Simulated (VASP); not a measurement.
# Tl (Fm-3m) in VASP: notebook, part 2 of 2

VASP 6.6.1.

## Step 3: Electric field gradients, PBE (volume scaled by 1.06)

Input file INCAR:

```
SYSTEM = Tl
  PREC = Accurate
  ENCUT = 520
  EDIFF = 1E-8
  ISMEAR = -1
  SIGMA = 0.05
  LREAL = .False.
  LASPH = .True.
  NELM = 60
  ALGO = Normal
  ISIF = 2
  LWAVE = .False.
  LCHARG = .False.
  GGA = PE
  LEFG = .True.
  NBANDS = 12
```

Input file KPOINTS:

```
regular mesh
0
Gamma
  14 14 14
  0 0 0
```

Input file POSCAR:

```
Tl
1.0
    0.0000000000      2.2074617605      2.2074617605
    2.2074617605      0.0000000000      2.2074617605
    2.2074617605      2.2074617605      0.0000000000
Tl
1
Direct
    0.0000000000      0.0000000000      0.0000000000
```

Potentials or basis: VASP PAW PBE potentials, release 64 (Tl_d).

Started as:

```console
$ cat potpaw_PBE.64/Tl_d/POTCAR > POTCAR
$ mpirun -np 1 vasp_std > vasp.out
```

OUTCAR:

```text
SYSTEM = Tl
   PREC = Accurate
   ENCUT = 520
   EDIFF = 1E-8
   ISMEAR = -1
   LREAL = .False.
   LASPH = .True.
   NELM = 60
   ISIF = 2
   GGA = PE

 ion  position               nearest neighbor table
   1  0.000  0.000  0.000-

  LATTYP: Found a face centered cubic cell.
 ALAT       =     4.4149235210

  Lattice vectors:

 A1 = (   0.0000000000,   2.2074617605,   2.2074617605)
 A2 = (   2.2074617605,   0.0000000000,   2.2074617605)
 A3 = (   2.2074617605,   2.2074617605,   0.0000000000)

Analysis of symmetry for initial positions (statically):
=====================================================================
 Subroutine PRICEL returns:
 Original cell was already a primitive cell.

 Routine SETGRP: Setting up the symmetry group for a
 face centered cubic supercell.

 Subroutine GETGRP returns: Found 48 space group operations
 (whereof 48 operations were pure point group operations)
 out of a pool of 48 trial point group operations.

The static configuration has the point symmetry O_h .

Analysis of symmetry for dynamics (positions and initial velocities):
=====================================================================
 Subroutine PRICEL returns:
 Original cell was already a primitive cell.

 Routine SETGRP: Setting up the symmetry group for a
 face centered cubic supercell.

 Subroutine GETGRP returns: Found 48 space group operations
 (whereof 48 operations were pure point group operations)
 out of a pool of 48 trial point group operations.

The dynamic configuration has the point symmetry O_h .

 Subroutine INISYM returns: Found 48 space group operations
 (whereof 48 operations are pure point group operations),
 and found     1 'primitive' translations

----------------------------------------------------------------------------------------

                                     Primitive cell

  volume of cell :      21.5134

  direct lattice vectors                    reciprocal lattice vectors
     0.000000000  2.207461761  2.207461761    -0.226504490  0.226504490  0.226504490
     2.207461761  0.000000000  2.207461761     0.226504490 -0.226504490  0.226504490
     2.207461761  2.207461761  0.000000000     0.226504490  0.226504490 -0.226504490

  length of vectors
     3.121822360  3.121822360  3.121822360     0.392317285  0.392317285  0.392317285

  position of ions in fractional coordinates (direct lattice)
     0.000000000  0.000000000  0.000000000

  ion indices of the primitive-cell ions
   primitive index   ion index
                 1           1

----------------------------------------------------------------------------------------

 KPOINTS: regular mesh

Automatic generation of k-mesh.
 Grid dimensions read from file:
 generate k-points for:   14   14   14

 Generating k-lattice:

  Cartesian coordinates                     Fractional coordinates (reciprocal lattice)
[... 66 lines left out ...]
   ISIF   =      2    stress and relaxation
   ISYM   =      2    0-nonsym 1-usesym 2-fastsym
   POTIM  = 0.5000    time-step for ionic-motion
   TEBEG  =    0.0;   TEEND  =   0.0 temperature during run
   PSTRESS=    0.0 pullay stress
   NELECT =      13.0000    total number of electrons
   NUPDOWN=      -1.0000    fix difference up-down
   EMIN   =  10.00;   EMAX   =-10.00  energy-range for DOS
   EFERMI =   0.00;   METHOD = LEGACY
   ISMEAR =    -1;   SIGMA  =   0.05  broadening in eV -4-tet -1-fermi 0-gaus
   EFERMI_NEDOS =   21; number of points for ismear=-14 and -15
   IALGO  =     38    algorithm
   IMIX   =      4    mixing-type and parameters
     AMIX     =   0.40;   BMIX     =  1.00
     AMIX_MAG =   1.60;   BMIX_MAG =  1.00
  volume/ion in A,a.u.               =      21.51       145.18
  Fermi-wavevector in a.u.,A,eV,Ry     =   1.384053  2.615481 26.063362  1.915603
  Thomas-Fermi vector in A             =   2.508593
   LORBIT       =      0    0 simple, 1 ext, 2 COOP (PROOUT), +10 PAW based schemes
   GGA     = PE    functional components
   LHFCALC =     F    Hartree Fock is set to
   AEXX    =    0.0000 exact exchange contribution
   IVDW    =     0    specifies the selected vdW correction
   LEPSILON=     F    determine dielectric tensor
   LRPA    =     F    only Hartree local field effects (RPA)
 non-spin polarized calculation
  energy-cutoff  :      520.00
  volume of cell :       21.51
 maximum number of plane-waves:       592
   NGX = 11   NGY = 11   NGZ = 11

 number of electron      12.9999998 magnetization

 Free energy of the ion-electron system (eV)
  ---------------------------------------------------
  ext. energy  EPLUGINS =         0.00000000
  ---------------------------------------------------
  free energy    TOTEN  =        -1.64854225 eV

  energy without entropy =       -1.64460506  energy(sigma->0) =       -1.64657365

 E-fermi :  10.1581     XC(G=0): -11.6962

 val. band max:       10.1196251537   @ k =  -0.4286   0.4286   0.1429
 cond. band min:      10.1738950714   @ k =  -0.3571   0.4286   0.2143
 fundamental gap:      0.0542699177
 Fermi energy:        10.1581334059

 k-point     1 :       0.0000    0.0000    0.0000
  band No.  band energies     occupation
      1      -2.2556      2.00000
      2      -2.1216      2.00000
      3      -2.1216      2.00000
      4      -2.1216      2.00000
      5      -1.5645      2.00000
      6      -1.5645      2.00000
      7      21.2245      0.00000
      8      22.7351      0.00000
      9      22.7351      0.00000
     10      22.7351      0.00000
     11      27.6099      0.00000
     12      28.3788      0.00000
[... 331 lines left out ...]
 k-point    24 :       0.2857    0.1429    0.0000
  band No.  band energies     occupation
      1      -2.3983      2.00000
      2      -1.9649      2.00000
      3      -1.8444      2.00000
      4      -1.8203      2.00000
      5      -1.3254      2.00000
      6       0.0965      2.00000
      7      14.9397      0.00000
      8      19.0328      0.00000
      9      20.2537      0.00000
     10      21.2176      0.00000
     11      23.9397      0.00000
     12      28.4325      0.00000

 [... further k-points ...]
[... 5 lines left out ...]
  --------------------------------------------------------------------------------------
  -------------------------------------------------------------------------------------
  Total        3.6972938      3.6972938      3.6972938      0.0000000      0.0000000     -0.0000000
  in kB      275.3499383    275.3499383    275.3499383      0.0000000      0.0000000     -0.0000000
  external PRESSURE =     275.3499383 kB  Pullay stress =       0.0000000 kB

 VOLUME and BASIS-vectors are now :
 -----------------------------------------------------------------------------
  energy-cutoff  :      520.00
  volume of cell :       21.51
      direct lattice vectors                 reciprocal lattice vectors
     0.000000000  2.207461761  2.207461761    -0.226504490  0.226504490  0.226504490
     2.207461761  0.000000000  2.207461761     0.226504490 -0.226504490  0.226504490
     2.207461761  2.207461761  0.000000000     0.226504490  0.226504490 -0.226504490

 POSITION                                       TOTAL-FORCE (eV/Angst)
 -----------------------------------------------------------------------------------
      0.00000      0.00000      0.00000         0.000000     -0.000000      0.000000
 -----------------------------------------------------------------------------------
    total drift:                               -0.000000      0.000000     -0.000000

  FREE ENERGIE OF THE ION-ELECTRON SYSTEM (eV)
  ---------------------------------------------------
  free  energy   TOTEN  =        -1.6485422451 eV

  energy  without entropy=       -1.6446050564  energy(sigma->0) =       -1.64657365

 Electric field gradients (V/A^2)
---------------------------------------------------------------------
 ion       V_xx      V_yy      V_zz      V_xy      V_xz      V_yz
---------------------------------------------------------------------
   1      -0.000    -0.000     0.000    -0.001    -0.001    -0.001
---------------------------------------------------------------------

 Electric field gradients after diagonalization (V/A^2)
 (convention: |V_zz| > |V_xx| > |V_yy|)
----------------------------------------------------------------------
 ion       V_xx      V_yy      V_zz     asymmetry (V_yy - V_xx)/ V_zz
----------------------------------------------------------------------
   1       0.001     0.001    -0.002       0.000
----------------------------------------------------------------------

           NMR quadrupolar parameters

 Cq : quadrupolar parameter    Cq=e*Q*V_zz/h
 eta: asymmetry parameters     (V_yy - V_xx)/ V_zz
 Q  : nuclear electric quadrupole moment in mb (millibarn)
----------------------------------------------------------------------
 ion       Cq(MHz)       eta       Q (mb)
----------------------------------------------------------------------
   1      -0.000       0.000       1.000
----------------------------------------------------------------------
```

OSZICAR:

```text
N       E                     dE             d eps       ncg     rms          rms(c)
DAV:   1     0.539593756958E+02    0.53959E+02   -0.69244E+03  2604   0.984E+02
DAV:   2    -0.103787796933E+01   -0.54997E+02   -0.53736E+02  2820   0.226E+02
DAV:   3    -0.170238374632E+01   -0.66451E+00   -0.66399E+00  3024   0.227E+01
DAV:   4    -0.170482381509E+01   -0.24401E-02   -0.24400E-02  2924   0.159E+00
DAV:   5    -0.170484630925E+01   -0.22494E-04   -0.22493E-04  3040   0.147E-01    0.574E+00
DAV:   6    -0.165976916562E+01    0.45077E-01   -0.60126E-02  2784   0.267E+00    0.372E+00
DAV:   7    -0.164933702679E+01    0.10432E-01   -0.28939E-02  2876   0.185E+00    0.898E-01
DAV:   8    -0.164853739022E+01    0.79964E-03   -0.26196E-03  2860   0.522E-01    0.508E-02
DAV:   9    -0.164854023179E+01   -0.28416E-05   -0.19823E-05  3016   0.480E-02    0.173E-02
DAV:  10    -0.164854219620E+01   -0.19644E-05   -0.14590E-06  2992   0.129E-02    0.137E-03
DAV:  11    -0.164854225242E+01   -0.56213E-07   -0.14937E-07  2928   0.343E-03    0.616E-04
DAV:  12    -0.164854224506E+01    0.73594E-08   -0.13814E-08  1956   0.133E-03
   1 F= -.16485422E+01 E0= -.16465737E+01  d E =-.393719E-02
```

stdout:

```text
POSCAR found type information on POSCAR Tl
 POSCAR found :  1 types and       1 ions
 scaLAPACK will be used
 LDA part: xc-table for (Slater+PW92), standard interpolation
 POSCAR, INCAR and KPOINTS ok, starting setup
 FFT: planning ... GRIDC
 FFT: planning ... GRID_SOFT
 FFT: planning ... GRID
 WAVECAR not read
 entering main loop
ion   1
```

Run time: 14 s. Hardware: 1 thread of Intel Xeon Platinum 8488C (Sapphire Rapids), shared host; peak memory 0.15 GiB.

What came out:

| Property | Result |
| --- | --- |
| Free energy | -1.6485 eV |
| Pressure | 27.5 GPa |

Caveat: without QUAD_EFG the Cq values of the log hold for a quadrupole moment of 1 mb, not for the nuclei; spin-orbit coupling is left out, which moves the levels of the heavy elements.
